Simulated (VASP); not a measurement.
Here is a VASP 6.6.1 calculation.

INCAR

```
PREC = Accurate
ENCUT = 520
EDIFF = 1E-6
ISMEAR = 0
SIGMA = 0.15
LREAL = False
LASPH = True
NELM = 80
ALGO = Normal
ISIF = 2
LWAVE = False
LCHARG = True
GGA = PE
LVHAR = True
ISYM = 0
NBANDS = 27
KPAR = 4
```

File KPOINTS:

```
Automatic mesh
0
Gamma
  12 12 14
```

The input POSCAR:

```
Si2Ni
1.0
    0.0000000000     -2.7234129054     -2.7234129054
   -2.7234129054      0.0000000000     -2.7234129054
    2.7234129054      2.7234129054     -5.4468258107
Si Ni
4 2
Direct
    0.1154174805      0.1441635861      0.6250014529
    0.6345825195      0.6058364139      0.1249985471
    0.3845825195      0.3558364139      0.8749985471
    0.8654174805      0.8941635861      0.3750014529
    0.4865087326      0.5269825947      0.4999999401
    1.0134912674     -0.0269825947      0.0000000599
```

Potentials or basis: VASP PAW PBE potentials, release 64 (Si, Ni).

Launch:

```console
$ cat potpaw_PBE.64/Si/POTCAR potpaw_PBE.64/Ni/POTCAR > POTCAR
$ mpirun -np 4 vasp_std > vasp.out
```

(1) Predict the largest force.

(2) What does it give for the band gap on the k mesh?

(3) What does it give for the pressure?

Results:

(1) 0.178 eV/Å.

(2) zero (bands 18 and 19 overlap by 2.13 eV).

(3) -0.1 GPa.

Caveat: the cell differs from its parent crystal (atoms displaced along a vibrational mode).
